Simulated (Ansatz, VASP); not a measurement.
## Ti in VASP and in Ansatz

File INCAR:

```
  PREC = Accurate
  ENCUT = 520
  EDIFF = 1E-7
  ISMEAR = 0
  SIGMA = 0.15
  LREAL = False
  LASPH = True
  NELM = 100
  ALGO = Normal
  ISIF = 2
  LWAVE = False
  LCHARG = True
  GGA = PS
  LELF = True
  LVHAR = True
  NBANDS = 19
```

File KPOINTS:

```
regular mesh
0
Gamma
  18 18 10
```

File POSCAR:

```
Ti
1.0
    2.7729979888      0.0000000000      0.0000000000
   -1.3864989944      2.4014867029      0.0000000000
    0.0000000000      0.0000000000      4.6860000000
Ti
2
Direct
    0.3333333333      0.6666666667      0.2500000000
    0.6666666667      0.3333333333      0.7500000000
```

Input for Ansatz:

```yaml
crystal:
  lattice:
    - [2.7729979888, 0.0, 0.0]
    - [-1.3864989944, 2.4014867029, 0.0]
    - [0.0, 0.0, 4.686]
  atoms:
    - { symbol: Ti, position: [0.3333333333, 0.6666666667, 0.25] }
    - { symbol: Ti, position: [0.6666666667, 0.3333333333, 0.75] }
basis:
  ecutwfc: 420
kpoints:
  mp_grid: { grid: [18, 18, 10] }
hamiltonian:
  xc: pbesol
scf:
  occupations: { method: gaussian, width: 0.15 }
output:
  forces: true
  stress: true
  eigenvalues: true
```

Change from the starting cell: strain -0.0600 x Voigt [1, 1, 0, 0, 0, 0], atoms carried along.

Alike in both runs: task single point; functional PBEsol; k mesh 18 × 18 × 10; occupations gaussian, width 0.15 eV; no spin polarisation.

|  | VASP | Ansatz |
| --- | --- | --- |
| version | VASP 6.6.1 | Ansatz 0.2.0 |
| potentials or method | VASP PAW PBE potentials, release 64 (Ti_sv), cutoff 520 eV | scalar-relativistic, plane waves, PAW |
| valence electrons in the cell | 24 | 24 |

|  | VASP | Ansatz | Ansatz less VASP |
| --- | --- | --- | --- |
| gap on the k mesh at the Fermi level (eV) | none | none | - |
| pressure (GPa) | 8.8 | 9.2 | +0.44 |
| traceless stress, the component that is largest in VASP (GPa) | -4.94 | -4.96 | -0.021 |

VASP's potentials were made for PBE, not for PBEsol. A gap of «none» marks a metal or a gap that the smearing closes.
